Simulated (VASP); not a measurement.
# TiCo3 (Pm-3m) in VASP: further runs, part 2 of 2

VASP 6.6.1.

### 3 Single point, PBEsol, collinear spin, ferromagnetic start

Contents of INCAR:

```
PREC     = Accurate       # precision mode
ENCUT    = 520            # plane-wave cutoff, eV
EDIFF    = 1E-7           # SCF threshold, eV
ISMEAR   = 0              # smearing method
SIGMA    = 0.15           # smearing width, eV
LREAL    = False          # projectors in reciprocal space
LASPH    = True           # aspherical terms in the spheres
NELM     = 150            # most SCF steps
ALGO     = Normal         # electronic algorithm
ISIF     = 2              # what is computed and relaxed
LWAVE    = False          # write WAVECAR
LCHARG   = True           # write CHGCAR
ISPIN    = 2              # spin polarisation
MAGMOM   = 0.2 0.44 0.44 0.44 # initial moments
LORBIT   = 11             # projections on sites
NUPDOWN  = 1.52           # fixed moment
LMAXMIX  = 4              # l up to which the mixer works
GGA      = PS             # functional
LELF     = True           # ELF
LVHAR    = True         
NBANDS   = 32             # bands
```

Contents of KPOINTS:

```
regular mesh
0
Gamma
  12 12 12
```

Contents of POSCAR:

```
TiCo3
1.0
    3.2921146286      0.0000000000      0.0000000000
    0.0000000000      3.2921146286      0.0000000000
    0.0000000000      0.0000000000      3.2921146286
Ti Co
1 3
Direct
    0.0000000000      0.0000000000      0.0000000000
    0.0000000000      0.5000000000      0.5000000000
    0.5000000000      0.0000000000      0.5000000000
    0.5000000000      0.5000000000      0.0000000000
```

Potentials or basis: VASP PAW PBE potentials, release 64 (Ti_sv, Co).

Started as:

```console
cat potpaw_PBE.64/Ti_sv/POTCAR potpaw_PBE.64/Co/POTCAR > POTCAR
mpirun -np 1 vasp_std > vasp.out
```

OUTCAR:

```text
PREC = Accurate
   ENCUT = 520
   EDIFF = 1E-7
   ISMEAR = 0
   LREAL = False
   LASPH = True
   NELM = 150
   ISIF = 2
   ISPIN = 2
   LORBIT = 11
   NUPDOWN = 1.52
   GGA = PS

 ion  position               nearest neighbor table
   1  0.000  0.000  0.000-   2 2.33   3 2.33   4 2.33   2 2.33   3 2.33   2 2.33   4 2.33   2 2.33
                             3 2.33   4 2.33   3 2.33   4 2.33
   2  0.000  0.500  0.500-   1 2.33   3 2.33   4 2.33   1 2.33   4 2.33   1 2.33   3 2.33   1 2.33
                             3 2.33   4 2.33   4 2.33   3 2.33
   3  0.500  0.000  0.500-   1 2.33   2 2.33   4 2.33   1 2.33   4 2.33   2 2.33   4 2.33   4 2.33
                             1 2.33   2 2.33   1 2.33   2 2.33
   4  0.500  0.500  0.000-   1 2.33   2 2.33   3 2.33   2 2.33   3 2.33   1 2.33   3 2.33   3 2.33
                             1 2.33   2 2.33   2 2.33   1 2.33

  LATTYP: Found a simple cubic cell.
 ALAT       =     3.2921146286

  Lattice vectors:

 A1 = (   3.2921146286,   0.0000000000,   0.0000000000)
 A2 = (   0.0000000000,   3.2921146286,   0.0000000000)
 A3 = (   0.0000000000,   0.0000000000,   3.2921146286)

Analysis of symmetry for initial positions (statically):
=====================================================================
 Subroutine PRICEL returns:
 Original cell was already a primitive cell.

 Routine SETGRP: Setting up the symmetry group for a
 simple cubic supercell.

 Subroutine GETGRP returns: Found 48 space group operations
 (whereof 48 operations were pure point group operations)
 out of a pool of 48 trial point group operations.

The static configuration has the point symmetry O_h .

Analysis of symmetry for dynamics (positions and initial velocities):
=====================================================================
 Subroutine PRICEL returns:
 Original cell was already a primitive cell.

 Routine SETGRP: Setting up the symmetry group for a
 simple cubic supercell.

 Subroutine GETGRP returns: Found 48 space group operations
 (whereof 48 operations were pure point group operations)
 out of a pool of 48 trial point group operations.

The dynamic configuration has the point symmetry O_h .

Analysis of structural, dynamic, and magnetic symmetry:
=====================================================================
 Subroutine PRICEL returns:
 Original cell was already a primitive cell.

 Routine SETGRP: Setting up the symmetry group for a
 simple cubic supercell.

 Subroutine GETGRP returns: Found 48 space group operations
 (whereof 48 operations were pure point group operations)
 out of a pool of 48 trial point group operations.

The overall configuration has the point symmetry O_h .

 Subroutine INISYM returns: Found 48 space group operations
 (whereof 48 operations are pure point group operations),
 and found     1 'primitive' translations

----------------------------------------------------------------------------------------

                                     Primitive cell

  volume of cell :      35.6800

  direct lattice vectors                    reciprocal lattice vectors
     3.292114629  0.000000000  0.000000000     0.303756130  0.000000000  0.000000000
[... 89 lines left out ...]
   NELM   =    150;   NELMIN=  2; NELMDL= -5     # of ELM steps
   EDIFF  = 0.1E-06   stopping-criterion for ELM
   LREAL  =      F    real-space projection
   EDIFFG = 0.1E-05   stopping-criterion for IOM
   NSW    =      0    number of steps for IOM
   IBRION =     -1    ionic relax: 0-MD 1-quasi-New 2-CG
   NFREE  =      0    steps in history (QN), initial steepest desc. (CG)
   ISIF   =      2    stress and relaxation
   ISYM   =      2    0-nonsym 1-usesym 2-fastsym
   POTIM  = 0.5000    time-step for ionic-motion
   TEBEG  =    0.0;   TEEND  =   0.0 temperature during run
   PSTRESS=    0.0 pullay stress
   NELECT =      39.0000    total number of electrons
   NUPDOWN=       1.5200    fix difference up-down
   EMIN   =  10.00;   EMAX   =-10.00  energy-range for DOS
   EFERMI =   0.00;   METHOD = LEGACY
   ISMEAR =     0;   SIGMA  =   0.15  broadening in eV -4-tet -1-fermi 0-gaus
   EFERMI_NEDOS =   21; number of points for ismear=-14 and -15
   IALGO  =     38    algorithm
   IMIX   =      4    mixing-type and parameters
     AMIX     =   0.40;   BMIX     =  1.00
     AMIX_MAG =   1.60;   BMIX_MAG =  1.00
  volume/ion in A,a.u.               =       8.92        60.20
  Fermi-wavevector in a.u.,A,eV,Ry     =   1.686377  3.186791 38.693179  2.843868
  Thomas-Fermi vector in A             =   2.769053
   LORBIT       =     11    0 simple, 1 ext, 2 COOP (PROOUT), +10 PAW based schemes
   GGA     = PS    functional components
   LHFCALC =     F    Hartree Fock is set to
   AEXX    =    0.0000 exact exchange contribution
   IVDW    =     0    specifies the selected vdW correction
   LEPSILON=     F    determine dielectric tensor
   LRPA    =     F    only Hartree local field effects (RPA)
 spin polarized calculation
 Gauss-broadening in eV      SIGMA  =   0.15
  energy-cutoff  :      520.00
  volume of cell :       35.68
 maximum number of plane-waves:       976
   NGX = 13   NGY = 13   NGZ = 13

 number of electron      39.0000056 magnetization       1.5200006

 Free energy of the ion-electron system (eV)
  ---------------------------------------------------
  ext. energy  EPLUGINS =         0.00000000
  ---------------------------------------------------
  free energy    TOTEN  =       -31.01907878 eV

  energy without entropy =      -30.97083759  energy(sigma->0) =      -30.99495818

 E-fermi :  13.9679     XC(G=0): -14.9267

 val. band max:       14.2571390863   @ k =   0.5000   0.1667   0.0000
 cond. band min:      13.9683311538   @ k =   0.5000   0.5000   0.0833
 fundamental gap:     -0.2888079325
 Fermi energy:        14.2817140013

 spin component 1

 k-point     1 :       0.0000    0.0000    0.0000
  band No.  band energies     occupation
      1     -41.6166      1.00000
      2     -18.0460      1.00000
      3     -18.0460      1.00000
      4     -18.0460      1.00000
      5       4.7855      1.00000
      6       7.9158      1.00000
[... 805 lines left out ...]
     30      28.7188      0.00000
     31      29.4496      0.00000

 [... further k-points ...]

 spin component 2

 k-point     1 :       0.0000    0.0000    0.0000
  band No.  band energies     occupation
      1     -41.6869      1.00000
      2     -18.1168      1.00000
      3     -18.1168      1.00000
      4     -18.1168      1.00000
      5       4.8691      1.00000
      6       8.1840      1.00000
[... 805 lines left out ...]
     30      28.9242      0.00000
     31      29.6058      0.00000

 [... further k-points ...]

 [bands above 31 left out]

------------------------ aborting loop because EDIFF is reached ----------------------------------------

  FORCE on cell =-STRESS in cart. coord.  units (eV):
  Direction    XX          YY          ZZ          XY          YZ          ZX
  --------------------------------------------------------------------------------------
  -------------------------------------------------------------------------------------
  Total       17.6256056     17.6256056     17.6256056     -0.0000000     -0.0000000      0.0000000
  in kB      791.4614813    791.4614813    791.4614813     -0.0000000     -0.0000000      0.0000000
  external PRESSURE =     791.4614813 kB  Pullay stress =       0.0000000 kB

 VOLUME and BASIS-vectors are now :
 -----------------------------------------------------------------------------
  energy-cutoff  :      520.00
  volume of cell :       35.68
      direct lattice vectors                 reciprocal lattice vectors
     3.292114629  0.000000000  0.000000000     0.303756130  0.000000000  0.000000000
     0.000000000  3.292114629  0.000000000     0.000000000  0.303756130  0.000000000
     0.000000000  0.000000000  3.292114629     0.000000000  0.000000000  0.303756130

 POSITION                                       TOTAL-FORCE (eV/Angst)
 -----------------------------------------------------------------------------------
      0.00000      0.00000      0.00000         0.000000      0.000000      0.000000
      0.00000      1.64606      1.64606         0.000000      0.000000      0.000000
      1.64606      0.00000      1.64606         0.000000      0.000000      0.000000
      1.64606      1.64606      0.00000         0.000000      0.000000      0.000000
 -----------------------------------------------------------------------------------
    total drift:                                0.000000     -0.000000     -0.000000

  FREE ENERGIE OF THE ION-ELECTRON SYSTEM (eV)
  ---------------------------------------------------
  free  energy   TOTEN  =       -31.0190787754 eV

  energy  without entropy=      -30.9708375886  energy(sigma->0) =      -30.99495818

 total charge

# of ion       s       p       d       tot
------------------------------------------
    1        2.349   6.314   2.324  10.987
    2        0.637   0.754   7.552   8.942
    3        0.637   0.754   7.552   8.942
    4        0.637   0.754   7.552   8.942
--------------------------------------------------
tot          4.259   8.575  24.979  37.813

 magnetization (x)

# of ion       s       p       d       tot
------------------------------------------
    1        0.002  -0.005  -0.081  -0.084
    2       -0.000   0.012   0.514   0.526
    3       -0.000   0.012   0.514   0.526
    4       -0.000   0.012   0.514   0.526
--------------------------------------------------
tot          0.001   0.032   1.462   1.494
```

Wall time 63 s (1 thread of Intel Xeon 6975P-C (Granite Rapids), shared host); peak memory 0.25 GiB.

Results:

| Item | Value |
| --- | --- |
| Free energy | -31.0191 eV |
| Pressure | 79.1 GPa |
| Net moment | 1.52 μB per cell |
| Site moments | Ti -0.08; Co +0.53 μB |
| Valence electrons inside the program's atomic spheres | Ti 10.99; Co 8.94 |

Caveat: the PAW data sets were made with another functional, which shifts forces and pressure a little; the total moment is fixed, so each spin has its own Fermi level.
